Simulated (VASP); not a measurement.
Set up this calculation in VASP 6.6.1, as the native input.

* Task: relaxation of cell and atoms
* Functional: LDA
* Potentials or basis: VASP PAW LDA potentials, release 64 (Na_pv, H)
* Cutoff: 500 eV
* k mesh: 8 × 8 × 8
* Occupations: gaussian, width 0.01 eV
* Spin: no spin polarisation
* Dipole correction: no
* Further INCAR settings: ALGO = Normal; EDIFF = 1e-07; IBRION = 2; EDIFFG = -0.002; NSW = 100; ISIF = 3

The structure of NaH lies in POSCAR:

```
NaH
1.0
    0.0000000000      2.4400000000      2.4400000000
    2.4400000000      0.0000000000      2.4400000000
    2.4400000000      2.4400000000      0.0000000000
Na H
1 1
Direct
    0.0000000000      0.0000000000      0.0000000000
    0.5000000000      0.5000000000      0.5000000000
```

The input as run:

INCAR

```
SYSTEM = NaH
PREC = Accurate
ENCUT = 500
EDIFF = 1E-7
ISMEAR = 0
SIGMA = 0.01
LREAL = .FALSE.
LASPH = .TRUE.
NELM = 120
ALGO = Normal
ISIF = 3
LWAVE = .FALSE.
LCHARG = .FALSE.
IBRION = 2
NSW = 100
EDIFFG = -0.002
GGA_COMPAT = .FALSE.
NELMIN = 4
```

KPOINTS

```
regular mesh
0
G
  8 8 8
  0 0 0
```

Potentials or basis: VASP PAW LDA potentials, release 64 (Na_pv, H).

Command:

```console
$ cat potpaw_LDA.64/Na_pv/POTCAR potpaw_LDA.64/H/POTCAR > POTCAR
$ mpirun -np 1 vasp_std > vasp.out
```

It gave:

- Relaxed volume: 12.89 Å³/atom
- Relaxed cell: a = 3.316 Å, b = 3.316 Å, c = 3.316 Å, α = 60.00°, β = 60.00°, γ = 60.00°
- Space group after relaxing (to 0.1 Å): Fm-3m (No. 225)
- Energy gained by relaxing: 15.1 meV/atom
- Ionic steps: 5
- Pressure after relaxing: 0.0 GPa
- Band gap on the k mesh: 3.55 eV (least direct gap 4.51 eV)

It took 40 s on 1 thread of Intel Xeon 8259CL, with other jobs on the host, peak memory 0.14 GiB.
